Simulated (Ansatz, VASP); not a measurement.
## Two plane-wave programs on Rb

The input INCAR:

```
SYSTEM = Rb
PREC = Accurate
ENCUT = 520
EDIFF = 1E-7
ISMEAR = 0
SIGMA = 0.05
LREAL = .False.
LASPH = .True.
NELM = 60
ALGO = Normal
ISIF = 2
LWAVE = .False.
LCHARG = .False.
GGA = PE
NBANDS = 10
```

The input KPOINTS:

```
regular mesh
0
Gamma
  8 8 8
  0 0 0
```

The input POSCAR:

```
Rb
1.0
   -2.8390105192      2.8390105192      2.8390105192
    2.8390105192     -2.8390105192      2.8390105192
    2.8390105192      2.8390105192     -2.8390105192
Rb
1
Direct
    0.0000000000      0.0000000000      0.0000000000
```

Input for Ansatz:

```yaml
crystal:
  lattice:
    - [-2.8390105192, 2.8390105192, 2.8390105192]
    - [2.8390105192, -2.8390105192, 2.8390105192]
    - [2.8390105192, 2.8390105192, -2.8390105192]
  atoms:
    - { symbol: Rb, position: [0.0, 0.0, 0.0] }
basis:
  ecutwfc: 420
  ecutrho_ratio: 4
kpoints:
  mp_grid: { grid: [8, 8, 8] }
hamiltonian:
  xc: pbe
scf:
  occupations: { method: gaussian, width: 0.05 }
output:
  forces: true
  stress: true
  eigenvalues: true
```

Alike in both runs: task single point; functional PBE; k mesh 8 × 8 × 8; occupations gaussian, width 0.05 eV; no spin polarisation.

|  | VASP | Ansatz |
| --- | --- | --- |
| version | VASP 6.6.1 | Ansatz 0.2.0 |
| potentials or method | VASP PAW PBE potentials, release 64 (Rb_sv), cutoff 520 eV | scalar-relativistic, plane waves, PAW |
| valence electrons in the cell | 9 | 9 |

|  | VASP | Ansatz | Ansatz less VASP |
| --- | --- | --- | --- |
| gap on the k mesh at the Fermi level (eV) | none | none | - |
| pressure (GPa) | 0.0 | 0.0 | 0.00 |

A gap of «none» marks a metal or a gap that the smearing closes. With one functional, cell and mesh, what is left measures potentials, basis and numerics.
